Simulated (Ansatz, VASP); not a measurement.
Two plane-wave programs on Be3Hg

```
Be Hg
1.0
     3.60208    0.00000    0.00000
     0.00000    3.60208    0.00000
     0.00000    0.00000    3.60208
Be Hg
3 1
Cartesian
  0.0000 1.8010 1.8010
  1.8010 0.0000 1.8010
  1.8010 1.8010 0.0000
  0.0000 0.0000 0.0000
```

Alike in both runs: task relaxation of cell and atoms; functional PBE; k mesh 14 × 14 × 14; occupations gaussian, width 0.1 eV; no spin polarisation.

|  | VASP | Ansatz |
| --- | --- | --- |
| version | VASP 6.6.1 | Ansatz 0.2.0 |
| potentials or method | VASP PAW PBE potentials, release 64 (Be, Hg), cutoff 600 eV | scalar-relativistic, plane waves, PAW |
| valence electrons in the cell | 18 | 26 |

```tsv
	VASP	Ansatz	Ansatz less VASP
gap on the k mesh at the Fermi level, each at its own relaxed structure (eV)	none	none	-
relaxed volume (Å³/atom)	11.68	11.65	-0.036
relaxed cell length with the largest relative difference (Å)	3.602	3.598	-0.0037
```

A gap of «none» marks a metal or a gap that the smearing closes. VASP's potentials hold 18 valence electrons a cell and Ansatz's 26, so a difference there can come from the potentials and not from the codes.

Neither program's run includes spin-orbit coupling. Noted on VASP's run: the relaxation stopped at its first step, so nothing moved.
